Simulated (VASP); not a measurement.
Here is a VASP 6.6.1 calculation.

Contents of INCAR:

```
PREC = Accurate ; ENCUT = 520
EDIFF = 1E-6 ; ISMEAR = -1
SIGMA = 0.1 ; LREAL = F
LASPH = T ; NELM = 100
ALGO = Normal ; ISIF = 2
LWAVE = F ; LCHARG = F
GGA = RP ; NBANDS = 10
```

The input KPOINTS:

```
Automatic mesh
0
Gamma
  23 23 23
```

POSCAR

```
Ir
1.0
    0.0000000000      1.9945029199      1.9945029199
    1.9945029199      0.0000000000      1.9945029199
    1.9945029199      1.9945029199      0.0000000000
Ir
1
Direct
    0.0000000000      0.0000000000      0.0000000000
```

Potentials or basis: VASP PAW PBE potentials, release 64 (Ir).

Launch:

```bash
$ cat potpaw_PBE.64/Ir/POTCAR > POTCAR
$ mpirun -np 1 vasp_std > vasp.out
```

Task: Predict the pressure.

Result: -20.7 GPa.

Caveat: the PAW data sets were made with another functional, which shifts forces and pressure a little.
